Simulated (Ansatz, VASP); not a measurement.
Sc: VASP beside Ansatz

```
Sc
1.0
     2.73537    0.00000    0.00000
     0.00000    2.73537    0.00000
     0.00000    0.00000    2.73537
Sc
1
Direct
  0.00000 0.00000 0.00000
```

Alike in both runs: task single point; functional LDA; k mesh 12 × 12 × 12; occupations fermi-dirac, width 0.1 eV; no spin polarisation.

```csv
,VASP,Ansatz
version,VASP 6.6.1,Ansatz 0.2.0
potentials or method,"VASP PAW LDA potentials, release 64 (Sc_sv), cutoff 520 eV","plane waves (420 eV) with PAW, scalar-relativistic"
valence electrons in the cell,11,11
```

|  | VASP | Ansatz | Ansatz less VASP |
| --- | --- | --- | --- |
| pressure (GPa) | 6.1 | 6.0 | -0.15 |

Ansatz warns that its potentials were made for another functional, while VASP's fit it. LDA's correlation is that of Perdew and Zunger in VASP and of Perdew and Wang (1992) in Ansatz.
